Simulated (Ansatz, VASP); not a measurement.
Two plane-wave programs on NaC2

```
CELL_PARAMETERS angstrom
4.49896 0.00000 0.00000
0.00000 4.49896 0.00000
0.00000 0.00000 5.24396
ATOMIC_POSITIONS crystal
Na 0.00000 0.00000 0.00000
Na 0.50000 0.50000 0.50000
C 0.40045 0.40045 0.00000
C 0.09955 0.90045 0.50000
C 0.59955 0.59955 0.00000
C 0.90045 0.09955 0.50000
```

Alike in both runs: functional PBE; k mesh 4 × 4 × 6; occupations gaussian, width 0.1 eV; no spin polarisation.

Ansatz relaxed the structure, and its values are those at the end. VASP's run is a single point on that final structure, the one shown.

```csv
,VASP,Ansatz
version,VASP 6.6.1,Ansatz 0.2.0
potentials or method,"VASP PAW PBE potentials, release 64 (Na_pv, C), cutoff 520 eV","scalar-relativistic, plane waves, PAW"
valence electrons in the cell,30,34
```

Ansatz gave:

| Quantity | Value |
| --- | --- |
| gap on the k mesh at the Fermi level (eV) | none |
| pressure (GPa) | 0.0 |
| rms of the force components (eV/Å) | 0.002 |

Q: Which values does VASP return?

A: gap on the k mesh at the Fermi level (eV): none; pressure (GPa): 0.1; rms of the force components (eV/Å): 0.044.

A gap of «none» marks a metal or a gap that the smearing closes. VASP's potentials hold 30 valence electrons a cell and Ansatz's 34, so a difference there can come from the potentials and not from the codes.
